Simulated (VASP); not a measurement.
# SnS2 in VASP: relaxation of the atoms with PBE+D3(BJ)

Aim: the relaxation of the atoms of SnS2 with PBE+D3(BJ).

Program: VASP 6.6.1. These are calculated values, not measurements. Logs are shortened: lines on timing, memory, paths and dates and some standing lists are left out, and cuts for length are marked.

## (1) The cell of the first run

The cell holds a slab with vacuum, 3 atoms: a = 3.811 Å, b = 3.811 Å, c = 31.913 Å, α = 90.00°, β = 90.00°, γ = 120.00°.

## (2) Relaxation of the atoms, PBE+D3(BJ) (biaxial strain +0.040)

INCAR reads:

```
SYSTEM = SnS2
ALGO = Normal
DIPOL = 0.5 0.5 0.500
EDIFF = 1E-7
EDIFFG = -0.01
ENCUT = 450
GGA = PE
GGA_COMPAT = .False.
IBRION = 2
IDIPOL = 3
ISIF = 2
ISMEAR = 0
IVDW = 12
LASPH = .True.
LCHARG = .False.
LDIPOL = .True.
LREAL = .False.
LWAVE = .False.
NELM = 120
NELMDL = -8
NELMIN = 4
NSW = 60
PREC = Accurate
SIGMA = 0.02
```

KPOINTS reads:

```
k-points
0
Gamma
  12 12 1
  0 0 0
```

POSCAR reads:

```
SnS2
1.0
    3.8112881723      0.0000000000      0.0000000000
   -1.9056440861      3.3006723783      0.0000000000
    0.0000000000      0.0000000000     31.9125768144
S Sn
2 1
Direct
    0.3333333333      0.6666666667      0.4534911230
    0.6666666667      0.3333333333      0.5465088770
    0.0000000000      0.0000000000      0.5000000000
```

Potentials or basis: VASP PAW PBE potentials, release 64 (S, Sn_d).

Launch:

```bash
$ cat potpaw_PBE.64/S/POTCAR potpaw_PBE.64/Sn_d/POTCAR > POTCAR
$ mpirun -np 1 vasp_std > vasp.out
```

OUTCAR:

```text
SYSTEM = SnS2
   EDIFF = 1E-7
   EDIFFG = -0.01
   ENCUT = 450
   GGA = PE
   IBRION = 2
   ISIF = 2
   ISMEAR = 0
   IVDW = 12
   LASPH = .True.
   LREAL = .False.
   NELM = 120
   NELMDL = -8
   NELMIN = 4
   NSW = 60
   PREC = Accurate
 IVDW          = 12

 ion  position               nearest neighbor table
   1  0.333  0.667  0.453-   3 2.65   3 2.65   3 2.65
   2  0.667  0.333  0.547-   3 2.65   3 2.65   3 2.65
   3  0.000  0.000  0.500-   1 2.65   2 2.65   1 2.65   2 2.65   2 2.65   1 2.65

  LATTYP: Found a hexagonal cell.
 ALAT       =     3.8112881723
 C/A-ratio  =     8.3731734185

  Lattice vectors:

 A1 = (   3.8112881723,   0.0000000000,   0.0000000000)
 A2 = (  -1.9056440861,   3.3006723783,   0.0000000000)
 A3 = (   0.0000000000,   0.0000000000,  31.9125768144)

Analysis of symmetry for initial positions (statically):
=====================================================================
 Subroutine PRICEL returns:
 Original cell was already a primitive cell.

 Routine SETGRP: Setting up the symmetry group for a
 hexagonal supercell.

 Subroutine GETGRP returns: Found 12 space group operations
 (whereof 12 operations were pure point group operations)
 out of a pool of 24 trial point group operations.

The static configuration has the point symmetry D_3d.

Analysis of symmetry for dynamics (positions and initial velocities):
=====================================================================
 Subroutine PRICEL returns:
 Original cell was already a primitive cell.

 Routine SETGRP: Setting up the symmetry group for a
 hexagonal supercell.

 Subroutine GETGRP returns: Found 12 space group operations
 (whereof 12 operations were pure point group operations)
 out of a pool of 24 trial point group operations.

The dynamic configuration has the point symmetry D_3d.

 Subroutine INISYM returns: Found 12 space group operations
 (whereof 12 operations are pure point group operations),
 and found     1 'primitive' translations

----------------------------------------------------------------------------------------

                                     Primitive cell

  volume of cell :     401.4543

  direct lattice vectors                    reciprocal lattice vectors
[... 95 lines left out ...]
   NUPDOWN=      -1.0000    fix difference up-down
   EMIN   =  10.00;   EMAX   =-10.00  energy-range for DOS
   EFERMI =   0.00;   METHOD = LEGACY
   ISMEAR =     0;   SIGMA  =   0.02  broadening in eV -4-tet -1-fermi 0-gaus
   EFERMI_NEDOS =   21; number of points for ismear=-14 and -15
   IALGO  =     38    algorithm
   IMIX   =      4    mixing-type and parameters
     AMIX     =   0.40;   BMIX     =  1.00
     AMIX_MAG =   1.60;   BMIX_MAG =  1.00
  volume/ion in A,a.u.               =     133.82       903.05
  Fermi-wavevector in a.u.,A,eV,Ry     =   0.657437  1.242375  5.880750  0.432223
  Thomas-Fermi vector in A             =   1.728944
   LORBIT       =      0    0 simple, 1 ext, 2 COOP (PROOUT), +10 PAW based schemes
   GGA     = PE    functional components
   LHFCALC =     F    Hartree Fock is set to
   AEXX    =    0.0000 exact exchange contribution
   IVDW    =    12    specifies the selected vdW correction
   LEPSILON=     F    determine dielectric tensor
   LRPA    =     F    only Hartree local field effects (RPA)
 conjugate gradient relaxation of ions
 non-spin polarized calculation
 Gauss-broadening in eV      SIGMA  =   0.02
  energy-cutoff  :      450.00
  volume of cell :      401.45
 maximum number of plane-waves:      8791
 NGX is ok and might be reduce to    28
   NGX = 13   NGY = 13   NGZ =111

--------------------------------------- Ionic step        1  -------------------------------------------

 number of electron      26.0000009 magnetization

 Free energy of the ion-electron system (eV)
  ---------------------------------------------------
  ext. energy  EPLUGINS =         0.00000000
  ---------------------------------------------------
  free energy    TOTEN  =       -13.14221098 eV

  energy without entropy =      -13.14221098  energy(sigma->0) =      -13.14221098

------------------------ aborting loop because EDIFF is reached ----------------------------------------

 Edisp (eV)   -0.63882

 E8    (eV) :    -0.2803
[... 26 lines left out ...]
  FREE ENERGIE OF THE ION-ELECTRON SYSTEM (eV)
  ---------------------------------------------------
  free  energy   TOTEN  =       -13.7810350250 eV

  energy  without entropy=      -13.7810350250  energy(sigma->0) =      -13.78103502

 dipolmoment           0.000000      0.000000      0.000000 electrons x Angstroem

--------------------------------------- Ionic step        2  -------------------------------------------

 number of electron      26.0000005 magnetization

------------------------ aborting loop because EDIFF is reached ----------------------------------------
[... 36 lines left out ...]
--------------------------------------- Ionic step        3  -------------------------------------------

 number of electron      26.0000010 magnetization

 dipolmoment           0.000000      0.000000     -0.000000 electrons x Angstroem

 Free energy of the ion-electron system (eV)
  ---------------------------------------------------
  ext. energy  EPLUGINS =         0.00000000
  ---------------------------------------------------
  free energy    TOTEN  =       -13.15934030 eV

  energy without entropy =      -13.15934030  energy(sigma->0) =      -13.15934030

 E-fermi :  -4.9693     XC(G=0):  -1.9946

 val. band max:       -5.0606764358   @ k =   0.2500   0.1667   0.0000
 cond. band min:      -3.4331908709   @ k =   0.5000  -0.0000   0.0000
 fundamental gap:      1.6274855649
 Fermi energy:        -4.9692733964

 k-point     1 :       0.0000    0.0000    0.0000
  band No.  band energies     occupation
      1     -25.6947      2.00000
      2     -25.6947      2.00000
      3     -25.6814      2.00000
      4     -25.6539      2.00000
      5     -25.6539      2.00000
      6     -17.9391      2.00000
[... 359 lines left out ...]
      6     -15.9259      2.00000
[... 9 lines left out ...]
     16       1.4626      0.00000
     17       2.2227      0.00000

------------------------ aborting loop because EDIFF is reached ----------------------------------------

 vacuum level on the upper side and lower side of the slab       (xc-potential included)        -0.013        -0.013

 Edisp (eV)   -0.64606

 E8    (eV) :    -0.2835

  FORCE on cell =-STRESS in cart. coord.  units (eV):
  Direction    XX          YY          ZZ          XY          YZ          ZX
  --------------------------------------------------------------------------------------
  -------------------------------------------------------------------------------------
  Total      -2.38308    -2.38308     0.00048    -0.00000    -0.00000     0.00000
  in kB      -9.51071    -9.51071     0.00191    -0.00000    -0.00000     0.00000
  external pressure =       -6.34 kB  Pullay stress =        0.00 kB
[... 18 lines left out ...]
  FREE ENERGIE OF THE ION-ELECTRON SYSTEM (eV)
  ---------------------------------------------------
  free  energy   TOTEN  =       -13.8053997357 eV

  energy  without entropy=      -13.8053997357  energy(sigma->0) =      -13.80539974

 reached required accuracy - stopping structural energy minimisation

 vacuum level on the upper side and lower side of the slab         1.916         1.916
```

OSZICAR:

```text
N       E                     dE             d eps       ncg     rms          rms(c)
DAV:   1     0.176624935612E+03    0.17662E+03   -0.97618E+03   798   0.100E+03
DAV:   2     0.937222237953E+01   -0.16725E+03   -0.16479E+03   921   0.231E+02
DAV:   3    -0.130501283360E+02   -0.22422E+02   -0.22358E+02   794   0.948E+01
[... 46 lines left out ...]
DAV:  10    -0.131593391685E+02   -0.26568E-06   -0.62829E-08   716   0.151E-03    0.941E-04
DAV:  11    -0.131593394086E+02   -0.24006E-06   -0.14564E-08   709   0.736E-04    0.755E-04
DAV:  12    -0.131593400203E+02   -0.61171E-06   -0.69144E-08   693   0.919E-04    0.502E-04
DAV:  13    -0.131593402048E+02   -0.18447E-06   -0.11539E-08   758   0.439E-04    0.487E-04
DAV:  14    -0.131593403019E+02   -0.97100E-07   -0.44495E-09   652   0.302E-04
   3 F= -.13805400E+02 E0= -.13805400E+02  d E =-.243647E-01
```

CONTCAR:

```text
SnS2
   1.00000000000000
     3.8112881722999998    0.0000000000000000    0.0000000000000000
    -1.9056440860999999    3.3006723782999998    0.0000000000000000
     0.0000000000000000    0.0000000000000000   31.9125768144000013
  S               Sn
     2     1
Direct
     0.3333333332999970    0.6666666667000030    0.4551465329973099
     0.6666666667000030    0.3333333332999970    0.5448534670026901
     0.0000000000000000    0.0000000000000000    0.5000000000000000

  0.00000000E+00  0.00000000E+00  0.00000000E+00
  0.00000000E+00  0.00000000E+00  0.00000000E+00
  0.00000000E+00  0.00000000E+00  0.00000000E+00
```

Run time: 11 min. Hardware: 1 thread of Oxide Virtual Turin-like, shared host; peak memory 0.48 GiB.

Results:

* Free energy: -13.8054 eV
* Energy gained by relaxing: 8.1 meV/atom
* Ionic steps: 3
* Largest force after relaxing: 0.007 eV/Å
* Band gap on the k mesh: 1.63 eV (least direct gap 1.79 eV)
* Dispersion energy per atom: -0.215 eV

Forces on the atoms (eV/Å):
```
S    0.000  0.000 -0.007
S    0.000  0.000  0.007
Sn   0.000  0.000  0.000
```

The path:
```
step  energy change (eV)  largest force (eV/Å)  pressure (GPa)
   1              0.0000                0.4633           -0.98
   2             -0.0164                0.2673           -0.84
   3             -0.0244                0.0072           -0.63
```

Final structure:
```
S Sn
1.0
     3.81129    0.00000    0.00000
    -1.90564    3.30067    0.00000
     0.00000    0.00000   31.91258
S Sn
2 1
Direct
  0.33333 0.66667 0.45515
  0.66667 0.33333 0.54485
  0.00000 0.00000 0.50000
```

Caveat: the cell differs from its parent crystal (biaxial strain +0.040); spin-orbit coupling is left out, which moves the levels of the heavy elements.
